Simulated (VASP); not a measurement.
A run of VASP 6.6.1 is set up as follows.

Contents of INCAR:

```
SYSTEM = ZrB2
  PREC = Accurate
  ENCUT = 600
  EDIFF = 1E-7
  ISMEAR = 0
  SIGMA = 0.1
  LREAL = .FALSE.
  LASPH = .TRUE.
  NELM = 100
  ALGO = Normal
  ISIF = 3
  LWAVE = .FALSE.
  LCHARG = .FALSE.
  GGA = PS
  IBRION = 2
  NSW = 100
  EDIFFG = -0.005
```

The input KPOINTS:

```
regular mesh
0
G
  15 15 12
  0 0 0
```

File POSCAR:

```
ZrB2
1.0
    3.1649998255      0.0000000000      0.0000000000
   -1.5824999128      2.7409702519      0.0000000000
    0.0000000000      0.0000000000      3.5200000000
Zr B
1 2
Direct
    0.0000000000      0.0000000000      0.0000000000
    0.3333333333      0.6666666667      0.5000000000
    0.6666666667      0.3333333333      0.5000000000
```

Potentials or basis: VASP PAW PBE potentials, release 64 (Zr_sv, B).

The run is started by

```sh
$ cat potpaw_PBE.64/Zr_sv/POTCAR potpaw_PBE.64/B/POTCAR > POTCAR
$ mpirun -np 1 vasp_std > vasp.out
```

(1) Estimate the relaxed volume.

(2) What does it give for the space group after relaxing (to 0.05 Å)?

(3) What does it give for the relaxed cell?

(4) Predict the band gap on the k mesh.

## Answers

(1) 10.09 Å³/atom.

(2) P6/mmm (No. 191).

(3) a = 3.156 Å, b = 3.156 Å, c = 3.509 Å, α = 90.00°, β = 90.00°, γ = 120.00°.

(4) zero (band 9 reaches 11.34 eV, above the bottom of band 10 at 10.36 eV).

Caveat: the PAW data sets were made with another functional, which shifts forces and pressure a little.
